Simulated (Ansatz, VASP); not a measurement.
**One calculation of Fe2Sb, two programs**

POSCAR

```
Fe2Sb
1.0
    3.7643060000      0.0000000000      0.0000000000
    0.0000000000      3.7643060000      0.0000000000
    0.0000000000      0.0000000000      6.1991180000
Fe Sb
4 2
Direct
    0.0000000000      0.0000000000      0.0000000000
    0.5000000000      0.5000000000      0.0000000000
    0.0000000000      0.5000000000      0.3300000000
    0.5000000000      0.0000000000      0.6700000000
    0.0000000000      0.5000000000      0.7350000000
    0.5000000000      0.0000000000      0.2650000000
```

INCAR.step1

```
SYSTEM = Fe2Sb
ALGO     = Normal         ! electronic algorithm
EDIFF    = 1E-4           ! SCF threshold, eV
ENCUT    = 520            ! plane-wave cutoff, eV
GGA      = PE             ! functional
ISMEAR   = -1             ! smearing method
LASPH    = .TRUE.         ! aspherical terms in the spheres
LCHARG   = .FALSE.        ! write CHGCAR
LREAL    = .FALSE.        ! projectors in reciprocal space
LWAVE    = .TRUE.         ! write WAVECAR
NBANDS   = 30             ! bands
NELM     = 80             ! most SCF steps
PREC     = Accurate       ! precision mode
SIGMA    = 0.1            ! smearing width, eV
```

Contents of INCAR.step2:

```
SYSTEM = Fe2Sb
ALGO     = Normal         ! electronic algorithm
EDIFF    = 1E-7           ! SCF threshold, eV
ENCUT    = 520            ! plane-wave cutoff, eV
ISIF     = 2              ! what is computed and relaxed
ISMEAR   = -1             ! smearing method
ISTART   = 1            
LASPH    = .TRUE.         ! aspherical terms in the spheres
LCHARG   = .FALSE.        ! write CHGCAR
LMIXTAU  = .TRUE.       
LREAL    = .FALSE.        ! projectors in reciprocal space
LWAVE    = .FALSE.        ! write WAVECAR
METAGGA  = R2SCAN         ! meta-GGA
NBANDS   = 30             ! bands
NELM     = 80             ! most SCF steps
PREC     = Accurate       ! precision mode
SIGMA    = 0.1            ! smearing width, eV
```

Contents of KPOINTS:

```
k-points
0
G
  9 9 6
  0 0 0
```

Input for Ansatz:

```yaml
crystal:
  lattice:
    - [3.764306, 0.0, 0.0]
    - [0.0, 3.764306, 0.0]
    - [0.0, 0.0, 6.199118]
  atoms:
    - { symbol: Fe, position: [0.0, 0.0, 0.0] }
    - { symbol: Fe, position: [0.5, 0.5, 0.0] }
    - { symbol: Fe, position: [0.0, 0.5, 0.33] }
    - { symbol: Fe, position: [0.5, 0.0, 0.67] }
    - { symbol: Sb, position: [0.0, 0.5, 0.735] }
    - { symbol: Sb, position: [0.5, 0.0, 0.265] }
  symmetry: { tolerance: 0.0003 }
kpoints:
  mp_grid: { grid: [9, 9, 6], shift: [0, 0, 0] }
  band_path:
    path:
      - [0.0, 0.0, 0.0]
      - [0.0, 0.5, 0.0]
      - [0.5, 0.5, 0.0]
      - [0.0, 0.0, 0.0]
      - [0.0, 0.0, 0.5]
      - [0.0, 0.5, 0.5]
      - [0.5, 0.5, 0.5]
      - [0.0, 0.0, 0.5]
      - [0.0, 0.5, 0.0]
      - [0.0, 0.5, 0.5]
      - [0.5, 0.5, 0.0]
    npoints: 6
magnetization:
  spin_polarized: false
scf:
  occupations: { method: fermi_dirac }
  lower_state_search: "off"
  max_iter: 200
hamiltonian:
  pseudopotentials: { kind: paw }
  xc: r2scan
basis:
  ecutwfc: 500
  fft_grid_basis: typed
output:
  forces: true
  stress: true
  eigenvalues: true
  bader: true
  populations: true
  elf: true
  write_potential: true
  volumetric_format: npy
  dos:
    e_range: [-12, 8]
    de: 0.05
    projected: { site_lists: { Fe: [Fe], Sb: [Sb] } }
checkpoint:
  read: saved_state
```

Alike in both runs: task single point; functional r2SCAN; k mesh 9 × 9 × 6; no spin polarisation.

```csv
,VASP,Ansatz
version,VASP 6.6.1,Ansatz 0.2.0
potentials or method,"VASP PAW PBE potentials, release 64 (Fe, Sb), cutoff 520 eV",PAW plane waves
occupations,"fermi-dirac, width 0.1 eV",fermi-dirac
valence electrons in the cell,42,94
```

VASP gave:

```
pressure (GPa)                                                : -4.5
traceless stress, the component that is largest in VASP (GPa) : -1.57
rms of the force components (eV/Å)                            : 0.400
```

What did Ansatz give for the same quantities?

Pressure (GPa): -4.8; traceless stress, the component that is largest in VASP (GPa): -1.64; rms of the force components (eV/Å): 0.409.

VASP's potentials were made for PBE, not for r2SCAN. Atom by atom the forces differ by 0.009 eV/Å (rms over components). VASP's potentials hold 42 valence electrons a cell and Ansatz's 94, so a difference there can come from the potentials and not from the codes.

Neither program's run includes spin-orbit coupling.
